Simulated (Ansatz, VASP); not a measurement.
# Al6H in VASP and in Ansatz

Contents of INCAR:

```
PREC = Accurate ; ENCUT = 520
EDIFF = 1E-6 ; ISMEAR = 0
SIGMA = 0.1 ; LREAL = False
LASPH = True ; NELM = 100
ALGO = Normal ; ISIF = 2
LWAVE = False ; LCHARG = False
LDIPOL = True ; IDIPOL = 3
DIPOL = 0.5 0.5 0.300 ; GGA = PE
NBANDS = 32
```

The input KPOINTS:

```
Automatic mesh
0
Gamma
  6 6 1
```

File POSCAR:

```
Al6H
1.0
    5.7143028096      0.0000000000      0.0000000000
   -2.8571514048      4.9487313980      0.0000000000
    0.0000000000      0.0000000000     22.6016424636
Al H
12 2
Direct
    0.3333333333      0.1666666667      0.1769782885
    0.3333333333      0.6666666667      0.1769782885
    0.8333333333      0.1666666667      0.1769782885
    0.8333333333      0.6666666667      0.1769782885
    0.1666666667      0.3333333333      0.2787817904
    0.1666666667      0.8333333333      0.2787817904
    0.6666666667      0.3333333333      0.2787817904
    0.6666666667      0.8333333333      0.2787817904
    0.0000000000      0.0000000000      0.3805759903
    0.0000000000      0.5000000000      0.3805759903
    0.5000000000      0.0000000000      0.3805759903
    0.5000000000      0.5000000000      0.3805759903
    0.2121115019      0.4242230039      0.4288025739
    0.2878884981      0.5757769961      0.4288025739
```

Input for Ansatz:

```yaml
crystal:
  lattice:
    - [5.7143028096, 0.0, 0.0]
    - [-2.8571514048, 4.948731398, 0.0]
    - [0.0, 0.0, 22.6016424636]
  atoms:
    - { symbol: Al, position: [0.3333333333, 0.1666666667, 0.1769782885] }
    - { symbol: Al, position: [0.3333333333, 0.6666666667, 0.1769782885] }
    - { symbol: Al, position: [0.8333333333, 0.1666666667, 0.1769782885] }
    - { symbol: Al, position: [0.8333333333, 0.6666666667, 0.1769782885] }
    - { symbol: Al, position: [0.1666666667, 0.3333333333, 0.2787817904] }
    - { symbol: Al, position: [0.1666666667, 0.8333333333, 0.2787817904] }
    - { symbol: Al, position: [0.6666666667, 0.3333333333, 0.2787817904] }
    - { symbol: Al, position: [0.6666666667, 0.8333333333, 0.2787817904] }
    - { symbol: Al, position: [0.0, 0.0, 0.3805759903] }
    - { symbol: Al, position: [0.0, 0.5, 0.3805759903] }
    - { symbol: Al, position: [0.5, 0.0, 0.3805759903] }
    - { symbol: Al, position: [0.5, 0.5, 0.3805759903] }
    - { symbol: H, position: [0.2121115019, 0.4242230039, 0.4288025739] }
    - { symbol: H, position: [0.2878884981, 0.5757769961, 0.4288025739] }
basis:
  ecutwfc: 420
kpoints:
  mp_grid: { grid: [6, 6, 1] }
hamiltonian:
  xc: pbe
scf:
  occupations: { method: gaussian, width: 0.1 }
output:
  forces: true
  eigenvalues: true
efield:
  axis: 3
  dipole_correction: true
  ramp_width: 0.04
```

Alike in both runs: task single point; functional PBE; k mesh 6 × 6 × 1; occupations gaussian, width 0.1 eV; no spin polarisation.

```csv
,VASP,Ansatz
version,VASP 6.6.1,Ansatz 0.2.0
potentials or method,"VASP PAW PBE potentials, release 64 (Al, H), cutoff 520 eV","scalar-relativistic, plane waves, PAW"
valence electrons in the cell,38,38
```

|  | VASP | Ansatz | Ansatz less VASP |
| --- | --- | --- | --- |
| gap on the k mesh at the Fermi level (eV) | none | none | - |
| rms of the force components (eV/Å) | 0.869 | 0.870 | +0.0012 |

Atom by atom the forces differ by 0.002 eV/Å (rms over components). A gap of «none» marks a metal or a gap that the smearing closes.
